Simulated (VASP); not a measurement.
Runs of VASP 6.6.1 on Si. The structure is that of space group I4_1/amd (No. 141), or close to it. The cells are those of the table. 

```csv
cell,gap on the mesh (eV),pressure (GPa)
"a = 3.597 Å, angles 98.0, 98.0, 136.2°, 2 atoms",none,3.4
"a = 3.618 Å, angles 97.6, 97.6, 137.3°, 2 atoms",none,(a)
"a = 3.586 Å, angles 98.2, 98.2, 135.6°, 2 atoms",none,3.8
"a = 3.629 Å, angles 97.4, 97.4, 137.9°, 2 atoms",none,2.9
```

Alike in all rows: task single point; level PBE; potentials or basis VASP PAW PBE potentials, release 64 (Si); no spin polarisation; k mesh 15 × 15 × 15; cutoff (eV) 520; smearing methfessel-paxton 0.1 eV.

**Question.** Estimate the missing entries.

**Answer.** (a) 3.0.

A gap of «none» marks levels without a gap at the run's occupations.
